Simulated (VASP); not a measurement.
# ZrS (I4/mmm) in VASP: a series of runs

Runs on ZrS. Level: PBEsol. Tasks: single point.

Everything below comes from runs of VASP 6.6.1. Logs are shortened: lines on timing, memory, paths and dates and some standing lists are left out, and cuts for length are marked.

**1. The cell of the first run**

The structure is tetragonal, space group I4/mmm (No. 139). The conventional cell has a = 3.712 Å, b = 3.712 Å, c = 5.119 Å, α = 90.00°, β = 90.00°, γ = 90.00°. Within 3.4 Å of Zr (site symmetry 4/mmm) lie 6 S at 2.56 to 2.62 Å. S (site symmetry 4/mmm) has 6 Zr at 2.56 to 2.62 Å within 3.4 Å.

**2. Single point, PBEsol (strain -0.0250 x Voigt [0, 1, 0, 0, 0, 0])**

File INCAR:

```
ALGO     = Normal         # electronic algorithm
EDIFF    = 1E-7           # SCF threshold, eV
ENCUT    = 520            # plane-wave cutoff, eV
GGA      = PS             # functional
ISIF     = 2              # what is computed and relaxed
ISMEAR   = 0              # smearing method
LASPH    = T              # aspherical terms in the spheres
LCHARG   = F              # write CHGCAR
LREAL    = F              # projectors in reciprocal space
LWAVE    = F              # write WAVECAR
NBANDS   = 16             # bands
NELM     = 60             # most SCF steps
PREC     = Accurate       # precision mode
SIGMA    = 0.15           # smearing width, eV
```

File KPOINTS:

```
k-points
0
Gamma
  16 16 16
```

File POSCAR:

```
ZrS
1.0
    0.0000000000      2.5593750000      2.6250000000
    2.6250000000      0.0000000000      2.6250000000
    2.6250000000      2.5593750000      0.0000000000
Zr S
1 1
Direct
    0.0000000000      0.0000000000      0.0000000000
    0.5000000000      0.5000000000      0.5000000000
```

Potentials or basis: VASP PAW PBE potentials, release 64 (Zr_sv, S).

Command:

```
cat potpaw_PBE.64/Zr_sv/POTCAR potpaw_PBE.64/S/POTCAR > POTCAR
mpirun -np 1 vasp_std > vasp.out
```

OUTCAR:

```text
EDIFF = 1E-7
   ENCUT = 520
   GGA = PS
   ISIF = 2
   ISMEAR = 0
   LASPH = T
   LREAL = F
   NELM = 60
   PREC = Accurate

 ion  position               nearest neighbor table
   1  0.000  0.000  0.000-   2 2.56   2 2.56   2 2.62   2 2.62   2 2.62   2 2.62
   2  0.500  0.500  0.500-   1 2.56   1 2.56   1 2.62   1 2.62   1 2.62   1 2.62

  LATTYP: Found a body centered tetragonal cell.
 ALAT       =     3.7123106012
 C/A-ratio  =     1.3788582233

  Lattice vectors:

 A1 = (   0.0000000000,  -2.5593750000,   2.6250000000)
 A2 = (   0.0000000000,  -2.5593750000,  -2.6250000000)
 A3 = (   2.6250000000,   2.5593750000,   0.0000000000)

Analysis of symmetry for initial positions (statically):
=====================================================================
 Subroutine PRICEL returns:
 Original cell was already a primitive cell.

 Routine SETGRP: Setting up the symmetry group for a
 body centered tetragonal supercell.

 Subroutine GETGRP returns: Found 16 space group operations
 (whereof 16 operations were pure point group operations)
 out of a pool of 16 trial point group operations.

The static configuration has the point symmetry D_4h.

Analysis of symmetry for dynamics (positions and initial velocities):
=====================================================================
 Subroutine PRICEL returns:
 Original cell was already a primitive cell.

 Routine SETGRP: Setting up the symmetry group for a
 body centered tetragonal supercell.

 Subroutine GETGRP returns: Found 16 space group operations
 (whereof 16 operations were pure point group operations)
 out of a pool of 16 trial point group operations.

The dynamic configuration has the point symmetry D_4h.

 Subroutine INISYM returns: Found 16 space group operations
 (whereof 16 operations are pure point group operations),
 and found     1 'primitive' translations

----------------------------------------------------------------------------------------

                                     Primitive cell

  volume of cell :      35.2714

  direct lattice vectors                    reciprocal lattice vectors
     0.000000000  2.559375000  2.625000000    -0.190476190  0.195360195  0.190476190
     2.625000000  0.000000000  2.625000000     0.190476190 -0.195360195  0.190476190
     2.625000000  2.559375000  0.000000000     0.190476190  0.195360195 -0.190476190

  length of vectors
     3.666200402  3.712310601  3.666200402     0.332758117  0.332758117  0.332758117

  position of ions in fractional coordinates (direct lattice)
     0.000000000  0.000000000  0.000000000
     0.500000000  0.500000000  0.500000000

  ion indices of the primitive-cell ions
   primitive index   ion index
                 1           1
                 2           2

----------------------------------------------------------------------------------------

 KPOINTS: k-points

Automatic generation of k-mesh.
 Grid dimensions read from file:
 generate k-points for:   16   16   16

 Generating k-lattice:

  Cartesian coordinates                     Fractional coordinates (reciprocal lattice)
    -0.011904762  0.012210012  0.011904762     0.062500000  0.000000000  0.000000000
     0.011904762 -0.012210012  0.011904762     0.000000000  0.062500000  0.000000000
     0.011904762  0.012210012 -0.011904762     0.000000000  0.000000000  0.062500000

  Length of vectors
     0.020797382  0.020797382  0.020797382

  Shift w.r.t. Gamma in fractional coordinates (k-lattice)
     0.000000000  0.000000000  0.000000000

 Subroutine IBZKPT returns following result:
 ===========================================

 Found    349 irreducible k-points:

 Following reciprocal coordinates:
            Coordinates               Weight
  0.000000  0.000000  0.000000      1.000000
  0.062500  0.000000 -0.000000      8.000000
  0.125000  0.000000 -0.000000      8.000000
  0.187500  0.000000  0.000000      8.000000
  0.250000  0.000000 -0.000000      8.000000
  0.312500  0.000000 -0.000000      8.000000
[... 16 lines left out ...]
 -0.125000  0.062500  0.000000     16.000000
 -0.062500  0.062500  0.000000      8.000000
 [... further k-points ...]
   k-points           NKPTS =    349   k-points in BZ     NKDIM =    349   number of bands    NBANDS=     16
   number of dos      NEDOS =    301   number of ions     NIONS =      2
   total plane-waves  NPLWV =  21952
   dimension x,y,z NGX =    28 NGY =   28 NGZ =   28
   dimension x,y,z NGXF=    56 NGYF=   56 NGZF=   56
   ions per type =               1   1
   NGX,Y,Z   is equivalent  to a cutoff of  12.70, 12.54, 12.70 a.u.
   NGXF,Y,Z  is equivalent  to a cutoff of  25.39, 25.08, 25.39 a.u.
 SYSTEM =  unknown system
   PREC   = accura    normal or accurate (medium, high low for compatibility)
   ISTART =      0    job   : 0-new  1-cont  2-samecut
   ICHARG =      2    charge: 1-file 2-atom 10-const
   ISPIN  =      1    spin polarized calculation?
   LNONCOLLINEAR =      F non collinear calculations
   LSORBIT =      F    spin-orbit coupling
   LASPH  =      T    aspherical Exc in radial PAW
   ENCUT  =  520.0 eV  38.22 Ry    6.18 a.u.   6.82  6.90  6.82*2*pi/ulx,y,z
   NELM   =     60;   NELMIN=  2; NELMDL= -5     # of ELM steps
   EDIFF  = 0.1E-06   stopping-criterion for ELM
   LREAL  =      F    real-space projection
   EDIFFG = 0.1E-05   stopping-criterion for IOM
   NSW    =      0    number of steps for IOM
   IBRION =     -1    ionic relax: 0-MD 1-quasi-New 2-CG
   NFREE  =      0    steps in history (QN), initial steepest desc. (CG)
   ISIF   =      2    stress and relaxation
   ISYM   =      2    0-nonsym 1-usesym 2-fastsym
   POTIM  = 0.5000    time-step for ionic-motion
   TEBEG  =    0.0;   TEEND  =   0.0 temperature during run
   PSTRESS=    0.0 pullay stress
   NELECT =      18.0000    total number of electrons
   NUPDOWN=      -1.0000    fix difference up-down
   EMIN   =  10.00;   EMAX   =-10.00  energy-range for DOS
   EFERMI =   0.00;   METHOD = LEGACY
   ISMEAR =     0;   SIGMA  =   0.15  broadening in eV -4-tet -1-fermi 0-gaus
   EFERMI_NEDOS =   21; number of points for ismear=-14 and -15
   IALGO  =     38    algorithm
   IMIX   =      4    mixing-type and parameters
     AMIX     =   0.40;   BMIX     =  1.00
     AMIX_MAG =   1.60;   BMIX_MAG =  1.00
  volume/ion in A,a.u.               =      17.64       119.01
  Fermi-wavevector in a.u.,A,eV,Ry     =   1.308252  2.472238 23.286697  1.711524
  Thomas-Fermi vector in A             =   2.438932
   LORBIT       =      0    0 simple, 1 ext, 2 COOP (PROOUT), +10 PAW based schemes
   GGA     = PS    functional components
   LHFCALC =     F    Hartree Fock is set to
   AEXX    =    0.0000 exact exchange contribution
   IVDW    =     0    specifies the selected vdW correction
   LEPSILON=     F    determine dielectric tensor
   LRPA    =     F    only Hartree local field effects (RPA)
 non-spin polarized calculation
 Gauss-broadening in eV      SIGMA  =   0.15
  energy-cutoff  :      520.00
  volume of cell :       35.27
 maximum number of plane-waves:       966
   NGX = 13   NGY = 13   NGZ = 13

 number of electron      17.9999999 magnetization

 Free energy of the ion-electron system (eV)
  ---------------------------------------------------
  ext. energy  EPLUGINS =         0.00000000
  ---------------------------------------------------
  free energy    TOTEN  =       -16.49975236 eV

  energy without entropy =      -16.48587348  energy(sigma->0) =      -16.49281292

 E-fermi :  10.9170     XC(G=0): -11.5815

 val. band max:       10.9097768851   @ k =  -0.3125   0.0000   0.3125
 cond. band min:      10.9241076100   @ k =  -0.3750   0.0000   0.2500
 fundamental gap:      0.0143307250
 Fermi energy:        10.9169848576

 k-point     1 :       0.0000    0.0000    0.0000
  band No.  band energies     occupation
      1     -38.9073      2.00000
      2     -16.9177      2.00000
      3     -16.9003      2.00000
      4     -16.9003      2.00000
      5      -5.0184      2.00000
      6       7.3753      2.00000
[... 8 lines left out ...]
     15      18.0528      0.00000
     16      23.2686      0.00000

 k-point     2 :       0.0625    0.0000   -0.0000
  band No.  band energies     occupation
      1     -38.9062      2.00000
      2     -16.9271      2.00000
      3     -16.9075      2.00000
      4     -16.9019      2.00000
      5      -4.9653      2.00000
      6       7.0639      2.00000
[... 8 lines left out ...]
     15      18.2295      0.00000
     16      22.9869      0.00000

 k-point     3 :       0.1250    0.0000   -0.0000
  band No.  band energies     occupation
      1     -38.9029      2.00000
      2     -16.9678      2.00000
      3     -16.9139      2.00000
      4     -16.9064      2.00000
      5      -4.8115      2.00000
      6       6.3364      2.00000
[... 8 lines left out ...]
     15      18.6890      0.00000
     16      22.2377      0.00000

 k-point     4 :       0.1875    0.0000    0.0000
  band No.  band energies     occupation
      1     -38.8981      2.00000
      2     -17.0321      2.00000
      3     -16.9189      2.00000
      4     -16.9131      2.00000
      5      -4.5726      2.00000
      6       5.4863      2.00000
[... 8 lines left out ...]
     15      19.1120      0.00000
     16      21.6050      0.00000
[... 324 lines left out ...]
 k-point    22 :      -0.1875    0.0625    0.0000
  band No.  band energies     occupation
      1     -38.8953      2.00000
      2     -17.0630      2.00000
      3     -16.9289      2.00000
      4     -16.9146      2.00000
      5      -4.4384      2.00000
      6       5.0671      2.00000
[... 8 lines left out ...]
     15      19.2109      0.00000
     16      20.6052      0.00000

 k-point    23 :      -0.1250    0.0625    0.0000
  band No.  band energies     occupation
      1     -38.9005      2.00000
      2     -16.9973      2.00000
      3     -16.9192      2.00000
      4     -16.9100      2.00000
      5      -4.6941      2.00000
      6       5.8428      2.00000
[... 8 lines left out ...]
     15      18.9801      0.00000
     16      21.5415      0.00000

 k-point    24 :      -0.0625    0.0625    0.0000
  band No.  band energies     occupation
      1     -38.9043      2.00000
      2     -16.9498      2.00000
      3     -16.9094      2.00000
      4     -16.9073      2.00000
      5      -4.8762      2.00000
      6       6.5631      2.00000
[... 8 lines left out ...]
     15      18.5069      0.00000
     16      22.5685      0.00000

 [... further k-points ...]

------------------------ aborting loop because EDIFF is reached ----------------------------------------

  FORCE on cell =-STRESS in cart. coord.  units (eV):
  Direction    XX          YY          ZZ          XY          YZ          ZX
  --------------------------------------------------------------------------------------
  -------------------------------------------------------------------------------------
  Total       -1.1673868      0.4780917     -1.1673868      0.0000000     -0.0000000      0.0000000
  in kB      -53.0277060     21.7169717    -53.0277060      0.0000000     -0.0000000      0.0000000
  external PRESSURE =     -28.1128134 kB  Pullay stress =       0.0000000 kB

 VOLUME and BASIS-vectors are now :
 -----------------------------------------------------------------------------
  energy-cutoff  :      520.00
  volume of cell :       35.27
      direct lattice vectors                 reciprocal lattice vectors
     0.000000000  2.559375000  2.625000000    -0.190476190  0.195360195  0.190476190
     2.625000000  0.000000000  2.625000000     0.190476190 -0.195360195  0.190476190
     2.625000000  2.559375000  0.000000000     0.190476190  0.195360195 -0.190476190

 POSITION                                       TOTAL-FORCE (eV/Angst)
 -----------------------------------------------------------------------------------
      0.00000      0.00000      0.00000         0.000000      0.000000      0.000000
      2.62500      2.55938      2.62500         0.000000      0.000000      0.000000
 -----------------------------------------------------------------------------------
    total drift:                                0.000000      0.000000      0.000000

  FREE ENERGIE OF THE ION-ELECTRON SYSTEM (eV)
  ---------------------------------------------------
  free  energy   TOTEN  =       -16.4997523620 eV

  energy  without entropy=      -16.4858734783  energy(sigma->0) =      -16.49281292
```

Run time: 82 s. Hardware: 1 thread of Intel Xeon 6975P-C (Granite Rapids), shared host; peak memory 0.3 GiB.

What came out:

```yaml
Free_energy: -16.4998 eV
Pressure: -2.8 GPa
Band_gap_on_the_k_mesh: zero (bands 9 and 10 overlap by 2.98 eV)
```

Caveat: the cell differs from its parent crystal (strain -0.0250 x Voigt [0, 1, 0, 0, 0, 0]); the stress differs along the axes, from -5 to 2 GPa; the PAW data sets were made with another functional, which shifts forces and pressure a little.

**3. Single point, PBEsol (strain +0.0250 x Voigt [0, 1, 0, 0, 0, 0])**

File INCAR:

```
ALGO = Normal
EDIFF = 1E-6
ENCUT = 520
GGA = PS
ISIF = 2
ISMEAR = 0
LASPH = True
LCHARG = False
LREAL = False
LWAVE = False
NBANDS = 16
NELM = 60
PREC = Accurate
SIGMA = 0.15
```

KPOINTS is that of step 2.

File POSCAR:

```
ZrS
1.0
    0.0000000000      2.6906250000      2.6250000000
    2.6250000000      0.0000000000      2.6250000000
    2.6250000000      2.6906250000      0.0000000000
Zr S
1 1
Direct
    0.0000000000      0.0000000000      0.0000000000
    0.5000000000      0.5000000000      0.5000000000
```

Potentials or basis: VASP PAW PBE potentials, release 64 (Zr_sv, S).

Command:

```
cat potpaw_PBE.64/Zr_sv/POTCAR potpaw_PBE.64/S/POTCAR > POTCAR
mpirun -np 1 vasp_std > vasp.out
```

Wall time 75 s (1 thread of Intel Xeon 6975P-C (Granite Rapids), shared host); peak memory 0.31 GiB.

It converged, with:

```yaml
Free_energy: -16.4351 eV
Pressure: -8.8 GPa
Band_gap_on_the_k_mesh: zero (bands 9 and 10 overlap by 2.59 eV)
```

Stress tensor (GPa, compression positive):
```
 -7.27   0.00   0.00
  0.00 -11.95   0.00
  0.00   0.00  -7.27
```

Levels at points of the mesh, in eV from the Fermi level:
| k point | band 7 | band 8 | band 9 | band 10 | band 11 | band 12 |
| --- | --- | --- | --- | --- | --- | --- |
| (0.00, 0.00, 0.00) | -3.49 | -3.49 | -1.47 | -1.22 | -1.22 | -0.73 |
| (0.50, 0.00, 0.00) | -5.88 | -5.86 | 1.37 | 1.45 | 1.70 | 1.85 |
| (0.50, 0.50, 0.00) | -4.47 | -4.47 | -3.33 | 0.52 | 2.18 | 2.35 |
| (0.50, 0.00, 0.50) | -4.37 | -4.37 | -3.35 | 0.42 | 2.28 | 2.28 |

Caveat: the cell differs from its parent crystal (strain +0.0250 x Voigt [0, 1, 0, 0, 0, 0]); the cell stands under tension; the PAW data sets were made with another functional, which shifts forces and pressure a little.

[end of part 1 of 2]
